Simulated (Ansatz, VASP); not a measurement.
**Zr: VASP beside Ansatz**

The input INCAR:

```
SYSTEM = Zr
PREC = Accurate
ENCUT = 520
EDIFF = 1E-6
ISMEAR = 0
SIGMA = 0.1
LREAL = .False.
LASPH = .True.
NELM = 60
ALGO = Normal
ISIF = 2
LWAVE = .False.
LCHARG = .False.
GGA = PE
NBANDS = 12
```

The input KPOINTS:

```
Automatic mesh
0
Gamma
  16 16 16
  0 0 0
```

POSCAR

```
Zr
1.0
   -1.7795739000      1.7795739000      1.7795739000
    1.7795739000     -1.7795739000      1.7795739000
    1.7795739000      1.7795739000     -1.7795739000
Zr
1
Direct
    0.0000000000      0.0000000000      0.0000000000
```

Input for Ansatz:

```yaml
crystal:
  lattice:
    - [-1.7795739, 1.7795739, 1.7795739]
    - [1.7795739, -1.7795739, 1.7795739]
    - [1.7795739, 1.7795739, -1.7795739]
  atoms:
    - { symbol: Zr, position: [0.0, 0.0, 0.0] }
basis:
  ecutwfc: 420
kpoints:
  mp_grid: { grid: [16, 16, 16] }
hamiltonian:
  xc: pbe
scf:
  occupations: { method: gaussian, width: 0.1 }
output:
  forces: true
  stress: true
  eigenvalues: true
```

Alike in both runs: task single point; functional PBE; k mesh 16 × 16 × 16; occupations gaussian, width 0.1 eV; no spin polarisation.

|  | VASP | Ansatz |
| --- | --- | --- |
| version | VASP 6.6.1 | Ansatz 0.2.0 |
| potentials or method | VASP PAW PBE potentials, release 64 (Zr_sv), cutoff 520 eV | scalar-relativistic, plane waves, PAW |
| valence electrons in the cell | 12 | 12 |

```csv
,VASP,Ansatz,Ansatz less VASP
gap on the k mesh at the Fermi level (eV),none,none,-
pressure (GPa),1.2,1.2,-0.04
```

A gap of «none» marks a metal or a gap that the smearing closes.
